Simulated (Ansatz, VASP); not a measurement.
## One calculation of MgCd3Te4, two programs

```
CELL_PARAMETERS angstrom
6.60701 -0.00270 0.00676
-0.00273 6.58933 0.00266
0.00675 0.00263 6.59325
ATOMIC_POSITIONS crystal
Mg 0.00058 0.00088 0.99972
Cd 0.99954 0.49890 0.50074
Cd 0.50045 0.99942 0.49901
Cd 0.49964 0.50152 0.00031
Te 0.75393 0.75244 0.24700
Te 0.75156 0.24675 0.75340
Te 0.24681 0.75285 0.75235
Te 0.24748 0.24724 0.24747
```

Change from the starting cell: cell x1, atoms moved at random (sigma 0.05 Å) and cell strained at random (1.5 %), then relaxed without symmetry.

Alike in both runs: functional PBE; k mesh 2 × 2 × 2; occupations gaussian, width 0.1 eV; no spin polarisation.

Ansatz relaxed the structure, and its values are those at the end. VASP's run is a single point on that final structure, the one shown.

|  | VASP | Ansatz |
| --- | --- | --- |
| version | VASP 6.6.1 | Ansatz 0.2.0 |
| potentials or method | VASP PAW PBE potentials, release 64 (Mg, Cd, Te), cutoff 520 eV | scalar-relativistic, plane waves, PAW |
| valence electrons in the cell | 62 | 134 |

VASP gave:

- gap on the k mesh at the Fermi level (eV): 0.97
- least direct gap on the mesh (eV): 0.97
- pressure (GPa): 0.1
- rms of the force components (eV/Å): 0.007

**Question.** Which values does Ansatz return?

**Answer.** gap on the k mesh at the Fermi level (eV): 0.97; least direct gap on the mesh (eV): 0.97; pressure (GPa): 0.0; rms of the force components (eV/Å): 0.003.

The functional is the same, so the differences come from potentials, cutoffs and numerics. VASP's potentials hold 62 valence electrons a cell and Ansatz's 134, so a difference there can come from the potentials and not from the codes.

The k mesh is coarse, so the values compare programs but aren't converged. Neither program's run includes spin-orbit coupling.
